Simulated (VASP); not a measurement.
Write the native input for VASP 6.6.1 that does the following.

```
Task                   : single point
Functional             : PBEsol
Potentials or basis    : VASP PAW PBE potentials, release 64 (B)
Cutoff                 : 520 eV
k mesh                 : 23 × 23 × 3
Occupations            : fermi-dirac, width 0.1 eV
Spin                   : no spin polarisation
Dipole correction      : no
Further INCAR settings : ALGO = Normal; EDIFF = 1e-06; NBANDS = 14
```

The structure of B lies in POSCAR:

```
B
1.0
    1.6385059927      0.0000000000      0.0000000000
   -0.8192529964      1.4189878140      0.0000000000
    0.0000000000      0.0000000000     13.7389655319
B
4
Direct
    0.0000000000      0.0000000000      0.0000000000
    0.0000000000      0.0000000000      0.5000000000
    0.3333333333      0.6666666667      0.2500000000
    0.6666666667      0.3333333333      0.7500000000
```

This cell differs from its parent crystal: volume scaled by 0.88.

These files were run (other wordings do the same):

INCAR

```
PREC = Accurate ; ENCUT = 520
EDIFF = 1E-6 ; ISMEAR = -1
SIGMA = 0.1 ; LREAL = False
LASPH = True ; NELM = 100
ALGO = Normal ; ISIF = 2
LWAVE = False ; LCHARG = False
GGA = PS ; NBANDS = 14
```

KPOINTS

```
regular mesh
0
Gamma
  23 23 3
```

Potentials or basis: VASP PAW PBE potentials, release 64 (B).

Launch:

```bash
$ cat potpaw_PBE.64/B/POTCAR > POTCAR
$ mpirun -np 1 vasp_std > vasp.out
```

Results of the run:

| Item | Value |
| --- | --- |
| Pressure | 29.2 GPa |
| Band gap on the k mesh | zero (band 6 reaches 9.86 eV, above the bottom of band 7 at -2.29 eV) |

Caveat: the PAW data sets were made with another functional, which shifts forces and pressure a little.

It took 22 s on 1 thread of AMD EPYC 7R13 Processor (Zen 3), on a shared host, peak memory 0.13 GiB.
